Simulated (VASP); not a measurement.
# CoSi (Pm-3m) in VASP: single point with PBE

Aim: the single point of CoSi with PBE.

All numbers are computed with VASP 6.6.1; they aren't measurements. Logs are shortened: lines on timing, memory, paths and dates and some standing lists are left out, and cuts for length are marked.

### 1 The cell of the first run

It takes space group Pm-3m (No. 221, cubic). Conventional cell: a = 2.939 Å, b = 2.939 Å, c = 2.939 Å, α = 90.00°, β = 90.00°, γ = 90.00°. Within 3.4 Å of Co (site symmetry m-3m) lie 8 Si at 2.55 Å and 6 Co at 2.94 Å. Within 3.4 Å of Si (site symmetry m-3m) lie 8 Co at 2.55 Å and 6 Si at 2.94 Å.

### 2 Single point, PBE, collinear spin, ferromagnetic start (volume scaled by 1.18)

Contents of INCAR:

```
SYSTEM = CoSi
PREC     = Accurate       ! precision mode
ENCUT    = 520            ! plane-wave cutoff, eV
EDIFF    = 1E-7           ! SCF threshold, eV
ISMEAR   = -1             ! smearing method
SIGMA    = 0.03           ! smearing width, eV
LREAL    = .False.        ! projectors in reciprocal space
LASPH    = .True.         ! aspherical terms in the spheres
NELM     = 150            ! most SCF steps
ALGO     = Normal         ! electronic algorithm
ISIF     = 2              ! what is computed and relaxed
LWAVE    = .False.        ! write WAVECAR
LCHARG   = .True.         ! write CHGCAR
ISPIN    = 2              ! spin polarisation
MAGMOM   = 2 0            ! initial moments
LORBIT   = 11             ! projections on sites
LMAXMIX  = 4              ! l up to which the mixer works
GGA      = PE             ! functional
LELF     = .True.         ! ELF
LVHAR    = .True.       
NBANDS   = 18             ! bands
```

Contents of KPOINTS:

```
Automatic mesh
0
Gamma
  14 14 14
  0 0 0
```

Contents of POSCAR:

```
CoSi
1.0
    2.9390962855      0.0000000000      0.0000000000
    0.0000000000      2.9390962855      0.0000000000
    0.0000000000      0.0000000000      2.9390962855
Co Si
1 1
Direct
    0.0000000000      0.0000000000      0.0000000000
    0.5000000000      0.5000000000      0.5000000000
```

Potentials or basis: VASP PAW PBE potentials, release 64 (Co, Si).

Started as:

```bash
$ cat potpaw_PBE.64/Co/POTCAR potpaw_PBE.64/Si/POTCAR > POTCAR
$ mpirun -np 1 vasp_std > vasp.out
```

OUTCAR:

```text
SYSTEM = CoSi
   PREC = Accurate
   ENCUT = 520
   EDIFF = 1E-7
   ISMEAR = -1
   LREAL = .False.
   LASPH = .True.
   NELM = 150
   ISIF = 2
   ISPIN = 2
   LORBIT = 11
   GGA = PE

 ion  position               nearest neighbor table
   1  0.000  0.000  0.000-   2 2.55   2 2.55   2 2.55   2 2.55   2 2.55   2 2.55   2 2.55   2 2.55

   2  0.500  0.500  0.500-   1 2.55   1 2.55   1 2.55   1 2.55   1 2.55   1 2.55   1 2.55   1 2.55

  LATTYP: Found a simple cubic cell.
 ALAT       =     2.9390962855

  Lattice vectors:

 A1 = (   2.9390962855,   0.0000000000,   0.0000000000)
 A2 = (   0.0000000000,   2.9390962855,   0.0000000000)
 A3 = (   0.0000000000,   0.0000000000,   2.9390962855)

Analysis of symmetry for initial positions (statically):
=====================================================================
 Subroutine PRICEL returns:
 Original cell was already a primitive cell.

 Routine SETGRP: Setting up the symmetry group for a
 simple cubic supercell.

 Subroutine GETGRP returns: Found 48 space group operations
 (whereof 48 operations were pure point group operations)
 out of a pool of 48 trial point group operations.

The static configuration has the point symmetry O_h .

Analysis of symmetry for dynamics (positions and initial velocities):
=====================================================================
 Subroutine PRICEL returns:
 Original cell was already a primitive cell.

 Routine SETGRP: Setting up the symmetry group for a
 simple cubic supercell.

 Subroutine GETGRP returns: Found 48 space group operations
 (whereof 48 operations were pure point group operations)
 out of a pool of 48 trial point group operations.

The dynamic configuration has the point symmetry O_h .

Analysis of structural, dynamic, and magnetic symmetry:
=====================================================================
 Subroutine PRICEL returns:
 Original cell was already a primitive cell.

 Routine SETGRP: Setting up the symmetry group for a
 simple cubic supercell.

 Subroutine GETGRP returns: Found 48 space group operations
 (whereof 48 operations were pure point group operations)
 out of a pool of 48 trial point group operations.

The overall configuration has the point symmetry O_h .

 Subroutine INISYM returns: Found 48 space group operations
 (whereof 48 operations are pure point group operations),
 and found     1 'primitive' translations

----------------------------------------------------------------------------------------

                                     Primitive cell

  volume of cell :      25.3888

[... 107 lines left out ...]
     AMIX     =   0.40;   BMIX     =  1.00
     AMIX_MAG =   1.60;   BMIX_MAG =  1.00
  volume/ion in A,a.u.               =      12.69        85.67
  Fermi-wavevector in a.u.,A,eV,Ry     =   1.309711  2.474995 23.338656  1.715343
  Thomas-Fermi vector in A             =   2.440291
   LORBIT       =     11    0 simple, 1 ext, 2 COOP (PROOUT), +10 PAW based schemes
   GGA     = PE    functional components
   LHFCALC =     F    Hartree Fock is set to
   AEXX    =    0.0000 exact exchange contribution
   IVDW    =     0    specifies the selected vdW correction
   LEPSILON=     F    determine dielectric tensor
   LRPA    =     F    only Hartree local field effects (RPA)
 spin polarized calculation
  energy-cutoff  :      520.00
  volume of cell :       25.39
 maximum number of plane-waves:       715
 NGX is ok and might be reduce to    24
   NGX = 11   NGY = 11   NGZ = 11

 number of electron      13.0000006 magnetization       0.7900853

 Free energy of the ion-electron system (eV)
  ---------------------------------------------------
  ext. energy  EPLUGINS =         0.00000000
  ---------------------------------------------------
  free energy    TOTEN  =       -12.97728730 eV

  energy without entropy =      -12.97284606  energy(sigma->0) =      -12.97506668

 E-fermi :  10.4282     XC(G=0): -12.1255

 val. band max:       10.4208827868   @ k =   0.2143   0.2143   0.0000
 cond. band min:      10.4315141424   @ k =   0.5000   0.3571   0.0000
 fundamental gap:      0.0106313556
 Fermi energy:        10.4282286142

 spin component 1

 k-point     1 :       0.0000    0.0000    0.0000
  band No.  band energies     occupation
      1      -2.4464      1.00000
      2       6.8386      1.00000
      3       6.8386      1.00000
      4       8.8655      1.00000
      5       8.8655      1.00000
      6       8.8655      1.00000
[... 493 lines left out ...]
     17      30.2585      0.00000
     18      32.9797      0.00000

 [... further k-points ...]

 spin component 2

 k-point     1 :       0.0000    0.0000    0.0000
  band No.  band energies     occupation
      1      -2.4488      1.00000
      2       7.7563      1.00000
      3       7.7564      1.00000
      4       9.4054      1.00000
      5       9.4054      1.00000
      6       9.4055      1.00000
[... 493 lines left out ...]
     17      30.3565      0.00000
     18      33.0691      0.00000

 [... further k-points ...]
[... 5 lines left out ...]
  --------------------------------------------------------------------------------------
  -------------------------------------------------------------------------------------
  Total       -3.5416139     -3.5416139     -3.5416139      0.0000000      0.0000000      0.0000000
  in kB     -223.4963107   -223.4963107   -223.4963107      0.0000000      0.0000000      0.0000000
  external PRESSURE =    -223.4963107 kB  Pullay stress =       0.0000000 kB

 VOLUME and BASIS-vectors are now :
 -----------------------------------------------------------------------------
  energy-cutoff  :      520.00
  volume of cell :       25.39
      direct lattice vectors                 reciprocal lattice vectors
     2.939096285  0.000000000  0.000000000     0.340240640  0.000000000  0.000000000
     0.000000000  2.939096285  0.000000000     0.000000000  0.340240640  0.000000000
     0.000000000  0.000000000  2.939096285     0.000000000  0.000000000  0.340240640

 POSITION                                       TOTAL-FORCE (eV/Angst)
 -----------------------------------------------------------------------------------
      0.00000      0.00000      0.00000         0.000000      0.000000      0.000000
      1.46955      1.46955      1.46955         0.000000      0.000000      0.000000
 -----------------------------------------------------------------------------------
    total drift:                               -0.000000      0.000000      0.000000

  FREE ENERGIE OF THE ION-ELECTRON SYSTEM (eV)
  ---------------------------------------------------
  free  energy   TOTEN  =       -12.9772873024 eV

  energy  without entropy=      -12.9728460616  energy(sigma->0) =      -12.97506668

 total charge

# of ion       s       p       d       tot
------------------------------------------
    1        0.376   0.442   7.421   8.240
    2        0.740   0.764   0.000   1.504
--------------------------------------------------
tot          1.116   1.206   7.421   9.743

 magnetization (x)

# of ion       s       p       d       tot
------------------------------------------
    1        0.007  -0.001   0.808   0.815
    2        0.003   0.007   0.000   0.010
--------------------------------------------------
tot          0.011   0.006   0.808   0.825
```

stdout:

```text
POSCAR found type information on POSCAR CoSi
 POSCAR found :  2 types and       2 ions
 scaLAPACK will be used
 LDA part: xc-table for (Slater+PW92), standard interpolation
 POSCAR, INCAR and KPOINTS ok, starting setup
 FFT: planning ... GRIDC
 FFT: planning ... GRID_SOFT
 FFT: planning ... GRID
 WAVECAR not read
 entering main loop
```

Wall time 95 s (1 thread of AMD EPYC 7R43 (Zen 3), shared host); peak memory 0.17 GiB.

Results:

| Item | Value |
| --- | --- |
| Free energy | -12.9773 eV |
| Pressure | -22.3 GPa |
| Net moment | 0.79 μB per cell |
| Site moments | Co +0.81; Si +0.01 μB |
| Valence electrons inside the program's atomic spheres | Co 8.24; Si 1.50 |
